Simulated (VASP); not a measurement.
Set up this calculation in VASP 6.6.1, as the native input.

```yaml
Task: relaxation of cell and atoms
Functional: LDA
Potentials_or_basis: VASP PAW LDA potentials, release 64 (I, Mg)
Cutoff: 600 eV
k_mesh: 8 × 8 × 4
Occupations: fermi-dirac, width 0.05 eV
Spin: no spin polarisation
Dipole_correction: no
Further_INCAR_settings: ALGO = Normal; EDIFF = 1e-06; IBRION = 2; EDIFFG = -0.01; NSW = 60; ISIF = 3
```

The structure of MgI2 lies in POSCAR:

```
MgI2
1.0
    4.1400000000      0.0000000000      0.0000000000
   -2.0700000000      3.5853451717      0.0000000000
    0.0000000000      0.0000000000      6.8800000000
I Mg
2 1
Direct
    0.6666666667      0.3333333333      0.7500000000
    0.3333333333      0.6666666667      0.2500000000
    0.0000000000      0.0000000000      0.0000000000
```

The input as run:

INCAR

```
ALGO = Normal
EDIFF = 1E-6
EDIFFG = -0.01
ENCUT = 600
IBRION = 2
ISIF = 3
ISMEAR = -1
LASPH = T
LCHARG = F
LREAL = F
LWAVE = F
NELM = 60
NSW = 60
PREC = Accurate
SIGMA = 0.05
```

KPOINTS

```
k-points
0
Gamma
  8 8 4
```

Potentials or basis: VASP PAW LDA potentials, release 64 (I, Mg).

Command:

```bash
$ cat potpaw_LDA.64/I/POTCAR potpaw_LDA.64/Mg/POTCAR > POTCAR
$ mpirun -np 1 vasp_std > vasp.out
```

Results of the run:

* Relaxed volume: 32.06 Å³/atom
* Relaxed cell: a = 4.072 Å, b = 4.072 Å, c = 6.697 Å, α = 90.00°, β = 90.00°, γ = 120.00°
* Space group after relaxing (to 0.05 Å): P-3m1 (No. 164)
* Energy gained by relaxing: 16.8 meV/atom
* Ionic steps: 11
* Pressure after relaxing: 0.0 GPa
* Band gap on the k mesh: 3.34 eV, indirect (least direct gap 3.62 eV)

Caveat: spin-orbit coupling is left out, which moves the levels of the heavy elements.

It took 2 min on 1 thread of AMD EPYC 9R45 96-Core Processor (Zen 5), on a shared host, peak memory 0.21 GiB.
